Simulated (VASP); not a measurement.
# FePt (P4/mmm) in VASP: further runs, part 2 of 2

VASP 6.6.1.

## 4. Single point, PBEsol, collinear spin, ferromagnetic start

This run uses another cell than the first one, of 13.42 Å³/atom.

File INCAR:

```
SYSTEM = FePt
PREC     = Accurate       ! precision mode
ENCUT    = 600            ! plane-wave cutoff, eV
EDIFF    = 1E-6           ! SCF threshold, eV
ISMEAR   = -1             ! smearing method
SIGMA    = 0.05           ! smearing width, eV
LREAL    = .False.        ! projectors in reciprocal space
LASPH    = .True.         ! aspherical terms in the spheres
NELM     = 200            ! most SCF steps
ALGO     = Normal         ! electronic algorithm
ISIF     = 2              ! what is computed and relaxed
LWAVE    = .False.        ! write WAVECAR
LCHARG   = .True.         ! write CHGCAR
ISPIN    = 2              ! spin polarisation
MAGMOM   = 0 3            ! initial moments
LORBIT   = 11             ! projections on sites
LMAXMIX  = 4              ! l up to which the mixer works
GGA      = PS             ! functional
LELF     = .True.         ! ELF
LVHAR    = .True.       
NBANDS   = 20             ! bands
GGA_COMPAT= .False.
```

File KPOINTS:

```
regular mesh
0
Gamma
  10 10 7
  0 0 0
```

File POSCAR:

```
FePt
1.0
    2.6941476448      0.0000000000      0.0000000000
    0.0000000000      2.6941476448      0.0000000000
    0.0000000000      0.0000000000      3.6985039424
Pt Fe
1 1
Direct
    0.5000000000      0.5000000000      0.5000000000
    0.0000000000      0.0000000000      0.0000000000
```

Potentials or basis: VASP PAW PBE potentials, release 64 (Pt, Fe).

On the command line:

```bash
> cat potpaw_PBE.64/Pt/POTCAR potpaw_PBE.64/Fe/POTCAR > POTCAR
> mpirun -np 1 vasp_std > vasp.out
```

Run time: 36 s. Hardware: 1 thread of Intel Xeon 6975P-C (Granite Rapids), shared host; peak memory 0.22 GiB.

The run converged. Its results:

| Quantity | Value |
| --- | --- |
| Free energy | -16.2959 eV |
| Pressure | -0.3 GPa |
| Net moment | 3.22 μB per cell |
| Site moments | Pt +0.33; Fe +2.86 μB |
| Valence electrons inside the program's atomic spheres | Pt 9.49; Fe 7.05 |

Stress tensor (GPa, compression positive):
```
-0.32  0.00  0.00
 0.00 -0.32  0.00
 0.00  0.00 -0.21
```

Levels at points of the mesh, in eV from the Fermi level:
Spin up:
| k point | band 9 | band 10 | band 11 | band 12 | band 13 | band 14 |
| --- | --- | --- | --- | --- | --- | --- |
| (0.00, 0.00, 0.00) | -0.47 | -0.31 | -0.31 | 2.15 | 9.97 | 11.84 |
| (0.50, 0.00, 0.00) | -2.10 | -1.66 | 0.25 | 2.16 | 10.53 | 10.68 |
| (0.50, 0.50, 0.00) | -0.39 | 0.65 | 1.57 | 1.57 | 7.89 | 10.39 |
Spin down:
```csv
k point,band 6,band 7,band 8,band 9,band 10,band 11
"(0.00, 0.00, 0.00)",-0.85,-0.76,0.53,1.66,1.72,1.72
"(0.50, 0.00, 0.00)",-1.40,-1.29,-1.00,0.45,0.69,2.49
"(0.50, 0.50, 0.00)",1.25,1.65,1.77,1.77,1.79,1.79
```

Caveat: the PAW data sets were made with another functional, which shifts forces and pressure a little; spin-orbit coupling is left out, which moves the levels of the heavy elements.

## 5. Single point, revPBE+D3(BJ), collinear spin, ferromagnetic start

This run uses another cell than the first one, of 13.45 Å³/atom.

File INCAR:

```
SYSTEM = FePt
PREC     = Accurate       ! precision mode
ENCUT    = 600            ! plane-wave cutoff, eV
EDIFF    = 1E-6           ! SCF threshold, eV
ISMEAR   = -1             ! smearing method
SIGMA    = 0.05           ! smearing width, eV
LREAL    = .FALSE.        ! projectors in reciprocal space
LASPH    = .TRUE.         ! aspherical terms in the spheres
NELM     = 200            ! most SCF steps
ALGO     = Normal         ! electronic algorithm
ISIF     = 2              ! what is computed and relaxed
LWAVE    = .FALSE.        ! write WAVECAR
LCHARG   = .TRUE.         ! write CHGCAR
ISPIN    = 2              ! spin polarisation
MAGMOM   = 0 3            ! initial moments
LORBIT   = 11             ! projections on sites
LMAXMIX  = 4              ! l up to which the mixer works
GGA      = RE             ! functional
IVDW     = 12             ! dispersion correction
LELF     = .TRUE.         ! ELF
LVHAR    = .TRUE.       
NBANDS   = 20             ! bands
GGA_COMPAT= .FALSE.
```

File KPOINTS:

```
Automatic mesh
0
G
  10 10 7
  0 0 0
```

File POSCAR:

```
FePt
1.0
    2.6986821933      0.0000000000      0.0000000000
    0.0000000000      2.6986821933      0.0000000000
    0.0000000000      0.0000000000      3.6936148362
Pt Fe
1 1
Direct
    0.5000000000      0.5000000000      0.5000000000
    0.0000000000      0.0000000000      0.0000000000
```

Potentials or basis: VASP PAW PBE potentials, release 64 (Pt, Fe).

On the command line:

```bash
> cat potpaw_PBE.64/Pt/POTCAR potpaw_PBE.64/Fe/POTCAR > POTCAR
> mpirun -np 1 vasp_std > vasp.out
```

OUTCAR:

```text
SYSTEM = FePt
   PREC = Accurate
   ENCUT = 600
   EDIFF = 1E-6
   ISMEAR = -1
   LREAL = .FALSE.
   LASPH = .TRUE.
   NELM = 200
   ISIF = 2
   ISPIN = 2
   LORBIT = 11
   GGA = RE
   IVDW = 12
 IVDW          = 12

 ion  position               nearest neighbor table
   1  0.500  0.500  0.500-   2 2.66   2 2.66   2 2.66   2 2.66   2 2.66   2 2.66   2 2.66   2 2.66

   2  0.000  0.000  0.000-   1 2.66   1 2.66   1 2.66   1 2.66   1 2.66   1 2.66   1 2.66   1 2.66

  LATTYP: Found a simple tetragonal cell.
 ALAT       =     2.6986821933
 C/A-ratio  =     1.3686735123

  Lattice vectors:

[... 1324 lines left out ...]

 VOLUME and BASIS-vectors are now :
 -----------------------------------------------------------------------------
  energy-cutoff  :      600.00
  volume of cell :       26.90
      direct lattice vectors                 reciprocal lattice vectors
     2.698682193  0.000000000  0.000000000     0.370551228  0.000000000  0.000000000
     0.000000000  2.698682193  0.000000000     0.000000000  0.370551228  0.000000000
     0.000000000  0.000000000  3.693614836     0.000000000  0.000000000  0.270737487

 POSITION                                       TOTAL-FORCE (eV/Angst)
 -----------------------------------------------------------------------------------
      1.34934      1.34934      1.84681         0.000000      0.000000      0.000000
      0.00000      0.00000      0.00000         0.000000      0.000000      0.000000
 -----------------------------------------------------------------------------------
    total drift:                                0.000000      0.000000     -0.000000

  FREE ENERGIE OF THE ION-ELECTRON SYSTEM (eV)
  ---------------------------------------------------
  free  energy   TOTEN  =       -15.9786894310 eV

  energy  without entropy=      -15.9679559325  energy(sigma->0) =      -15.97332268

 total charge

# of ion       s       p       d       tot
------------------------------------------
    1        0.730   0.700   8.077   9.508
    2        0.418   0.473   6.140   7.031
--------------------------------------------------
tot          1.148   1.173  14.218  16.539

 magnetization (x)

# of ion       s       p       d       tot
------------------------------------------
    1       -0.027  -0.070   0.425   0.328
    2        0.004  -0.009   2.899   2.893
--------------------------------------------------
tot         -0.023  -0.080   3.324   3.221
```

OSZICAR:

```text
N       E                     dE             d eps       ncg     rms          rms(c)
DAV:   1     0.104417898037E+03    0.10442E+03   -0.92675E+03  7128   0.112E+03
DAV:   2    -0.106143080093E+02   -0.11503E+03   -0.10129E+03  6876   0.236E+02
DAV:   3    -0.151250000449E+02   -0.45107E+01   -0.43499E+01  7772   0.518E+01
DAV:   4    -0.151775554441E+02   -0.52555E-01   -0.52515E-01  7620   0.477E+00
DAV:   5    -0.151788363496E+02   -0.12809E-02   -0.12808E-02  8032   0.826E-01    0.173E+01
DAV:   6    -0.162111297939E+02   -0.10323E+01   -0.98425E+00  7504   0.616E+01    0.228E+01
DAV:   7    -0.140326840214E+02    0.21784E+01   -0.69111E+00  8628   0.589E+01    0.887E+00
DAV:   8    -0.139720475219E+02    0.60636E-01   -0.32864E-01  8332   0.792E+00    0.408E+00
DAV:   9    -0.139000198007E+02    0.72028E-01   -0.88092E-02  9716   0.552E+00    0.175E+00
DAV:  10    -0.138924237019E+02    0.75961E-02   -0.25291E-02 10224   0.252E+00    0.597E-01
DAV:  11    -0.138919239723E+02    0.49973E-03   -0.21382E-03  9788   0.690E-01    0.236E-01
DAV:  12    -0.138918766062E+02    0.47366E-04   -0.21585E-04  8660   0.170E-01    0.745E-02
DAV:  13    -0.138918727758E+02    0.38304E-05   -0.30512E-05  8916   0.963E-02    0.386E-02
DAV:  14    -0.138918694649E+02    0.33110E-05   -0.78786E-06  8736   0.555E-02    0.108E-02
DAV:  15    -0.138918700151E+02   -0.55024E-06   -0.88648E-07  4352   0.164E-02
   1 F= -.15978689E+02 E0= -.15973323E+02  d E =-.107335E-01  mag=     3.2476
```

stdout:

```text
POSCAR found type information on POSCAR PtFe
 POSCAR found :  2 types and       2 ions
 scaLAPACK will be used
 -----------------------------------------------------------------------------
|                                                                             |
|                                                                             |
|     You enforced a specific xc type in the INCAR file but a different       |
|     I HOPE YOU KNOW WHAT YOU ARE DOING!                                     |
|                                                                             |
 -----------------------------------------------------------------------------

 LDA part: xc-table for (Slater+PW92), standard interpolation
 POSCAR, INCAR and KPOINTS ok, starting setup
 FFT: planning ... GRIDC
 FFT: planning ... GRID_SOFT
 FFT: planning ... GRID
 WAVECAR not read
 entering main loop
```

Wall time 40 s (1 thread of Intel Xeon 6975P-C (Granite Rapids), shared host); peak memory 0.23 GiB.

What came out:

* Free energy: -15.9787 eV
* Pressure: -0.5 GPa
* Net moment: 3.25 μB per cell
* Site moments: Pt +0.33; Fe +2.89 μB
* Valence electrons inside the program's atomic spheres: Pt 9.51; Fe 7.03
* Dispersion energy per atom: -1.043 eV

Stress tensor (GPa, compression positive):
```
-0.50  0.00  0.00
 0.00 -0.50  0.00
 0.00  0.00 -0.38
```

Caveat: the PAW data sets were made with another functional, which shifts forces and pressure a little; spin-orbit coupling is left out, which moves the levels of the heavy elements.

## 6. Single point, PBE+D4, collinear spin, ferromagnetic start

This run uses another cell than the first one, of 13.65 Å³/atom.

File INCAR:

```
SYSTEM = FePt
ALGO     = Normal         ! electronic algorithm
EDIFF    = 1E-6           ! SCF threshold, eV
ENCUT    = 600            ! plane-wave cutoff, eV
GGA      = PE             ! functional
GGA_COMPAT= .FALSE.      
ISIF     = 2              ! what is computed and relaxed
ISMEAR   = -1             ! smearing method
ISPIN    = 2              ! spin polarisation
IVDW     = 13             ! dispersion correction
LASPH    = .TRUE.         ! aspherical terms in the spheres
LCHARG   = .FALSE.        ! write CHGCAR
LMAXMIX  = 4              ! l up to which the mixer works
LORBIT   = 11             ! projections on sites
LREAL    = .FALSE.        ! projectors in reciprocal space
LWAVE    = .FALSE.        ! write WAVECAR
MAGMOM   = 0 3            ! initial moments
NBANDS   = 20             ! bands
NELM     = 200            ! most SCF steps
PREC     = Accurate       ! precision mode
SIGMA    = 0.05           ! smearing width, eV
```

File KPOINTS:

```
k-points
0
G
  10 10 7
  0 0 0
```

File POSCAR:

```
FePt
1.0
    2.7113926995      0.0000000000      0.0000000000
    0.0000000000      2.7113926995      0.0000000000
    0.0000000000      0.0000000000      3.7133668473
Pt Fe
1 1
Direct
    0.5000000000      0.5000000000      0.5000000000
    0.0000000000      0.0000000000      0.0000000000
```

Potentials or basis: VASP PAW PBE potentials, release 64 (Pt, Fe).

On the command line:

```bash
> cat potpaw_PBE.64/Pt/POTCAR potpaw_PBE.64/Fe/POTCAR > POTCAR
> mpirun -np 1 vasp_std > vasp.out
```

Wall time 40 s (1 thread of Intel Xeon 6975P-C (Granite Rapids), shared host); peak memory 0.22 GiB.

It converged, with:

```
Free energy                                           : -15.8718 eV
Pressure                                              : -0.5 GPa
Net moment                                            : 3.25 μB per cell
Site moments                                          : Pt +0.33; Fe +2.90 μB
Valence electrons inside the program's atomic spheres : Pt 9.46; Fe 7.01
Dispersion energy per atom                            : -0.537 eV
```

Stress tensor (GPa, compression positive):
```
-0.52  0.00  0.00
 0.00 -0.52  0.00
 0.00  0.00 -0.37
```

Levels at points of the mesh, in eV from the Fermi level:
Spin up:
```
           k point  band 7  band 8  band 9  band 10  band 11  band 12  band 13  band 14  band 15  band 16
(0.00, 0.00, 0.00)   -2.13   -1.95   -0.53    -0.39    -0.39     2.24     9.83    11.75    11.75    17.21
(0.50, 0.00, 0.00)   -2.73   -2.54   -2.15    -1.66     0.17     2.07    10.48    10.60    12.62    13.37
(0.50, 0.50, 0.00)   -0.53   -0.47   -0.47     0.57     1.62     1.62     7.71    10.17    10.90    12.40
```
Spin down:
| k point | band 5 | band 6 | band 7 | band 8 | band 9 | band 10 | band 11 | band 12 |
| --- | --- | --- | --- | --- | --- | --- | --- | --- |
| (0.00, 0.00, 0.00) | -2.41 | -0.84 | -0.78 | 0.56 | 1.67 | 1.67 | 1.69 | 2.42 |
| (0.50, 0.00, 0.00) | -2.51 | -1.40 | -1.24 | -0.94 | 0.51 | 0.68 | 2.41 | 2.58 |
| (0.50, 0.50, 0.00) | 0.96 | 1.25 | 1.65 | 1.73 | 1.74 | 1.74 | 1.75 | 1.75 |

Caveat: spin-orbit coupling is left out, which moves the levels of the heavy elements.

## 7. The runs side by side

| level | potentials or basis | cell | k mesh | cutoff (eV) | gap on the mesh (eV) | pressure (GPa) | moment (μB) |
| --- | --- | --- | --- | --- | --- | --- | --- |
| r2SCAN | VASP PAW PBE potentials, release 64 (Pt, Fe) | a = 2.724, b = 2.724, c = 3.720 Å, 2 atoms | 6 × 6 × 4 | 520 | none | 2.4 | 3.63 |
| LDA | VASP PAW LDA potentials, release 64 (Pt, Fe) | a = 2.669, b = 2.669, c = 3.663 Å, 2 atoms | 10 × 10 × 7 | 600 | none | -0.1 | 3.12 |
| PBEsol | VASP PAW PBE potentials, release 64 (Pt, Fe) | a = 2.694, b = 2.694, c = 3.699 Å, 2 atoms | 10 × 10 × 7 | 600 | none | -0.3 | 3.22 |
| revPBE+D3(BJ) | VASP PAW PBE potentials, release 64 (Pt, Fe) | a = 2.699, b = 2.699, c = 3.694 Å, 2 atoms | 10 × 10 × 7 | 600 | none | -0.5 | 3.25 |
| PBE+D4 | VASP PAW PBE potentials, release 64 (Pt, Fe) | a = 2.711, b = 2.711, c = 3.713 Å, 2 atoms | 10 × 10 × 7 | 600 | none | -0.5 | 3.25 |

Alike in all rows: task single point; spin collinear, ferromagnetic start; smearing fermi-dirac 0.05 eV.

Caveats: some runs use coarse meshes; spin-orbit coupling is left out, which moves the levels of the heavy elements; the PAW data sets were made with another functional, which shifts forces and pressure a little (at least some runs).

Total energies depend on the potentials used, so only differences within one code and one set of settings carry meaning.
